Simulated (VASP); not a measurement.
A run of VASP 6.6.1 is set up as follows.

The input INCAR:

```
PREC = Accurate
ENCUT = 600
EDIFF = 1E-7
ISMEAR = 0
SIGMA = 0.1
LREAL = F
LASPH = T
NELM = 100
ALGO = Normal
ISIF = 3
LWAVE = F
LCHARG = F
GGA = PE
IBRION = 2
NSW = 100
EDIFFG = -0.01
```

KPOINTS

```
Automatic mesh
0
Gamma
  9 9 9
```

The input POSCAR:

```
K2SiSb3
1.0
    3.2698116393      1.8878266302      4.7877717146
   -3.2698116393      1.8878266302      4.7877717146
    0.0000000000     -3.7756532603      4.7877717146
K Si Sb
2 1 3
Direct
    0.8791221733      0.8791221733      0.8791221733
    0.1208778267      0.1208778267      0.1208778267
    0.5000000000      0.5000000000      0.5000000000
    0.5000000000      0.0000000000      0.5000000000
    0.5000000000      0.5000000000      0.0000000000
    0.0000000000      0.5000000000      0.5000000000
```

Potentials or basis: VASP PAW PBE potentials, release 64 (K_sv, Si, Sb).

Command:

```console
$ cat potpaw_PBE.64/K_sv/POTCAR potpaw_PBE.64/Si/POTCAR potpaw_PBE.64/Sb/POTCAR > POTCAR
$ mpirun -np 1 vasp_std > vasp.out
```

Question: Predict the relaxed volume.

Answer: 29.82 Å³/atom.

Question: What does it give for the space group after relaxing (to 0.05 Å)?

Answer: R-3m (No. 166).

Question: Estimate the relaxed cell.

Answer: a = 6.135 Å, b = 6.135 Å, c = 6.135 Å, α = 64.38°, β = 64.38°, γ = 64.38°.

Step by step:
| step | energy change (eV) | largest force (eV/Å) | pressure (GPa) | volume (Å³) |
| --- | --- | --- | --- | --- |
| 1 | 0.0000 | 0.0998 | 0.30 | 177.32 |
| 2 | -0.0027 | 0.0897 | 0.03 | 178.74 |
| 3 | -0.0031 | 0.0836 | -0.13 | 179.61 |
| 4 | -0.0044 | 0.0673 | -0.10 | 179.52 |
| 5 | -0.0061 | 0.0256 | -0.03 | 179.29 |
| 6 | -0.0061 | 0.0217 | -0.02 | 179.26 |
| 7 | -0.0064 | 0.0119 | 0.01 | 179.06 |
| 8 | -0.0064 | 0.0057 | 0.04 | 178.94 |
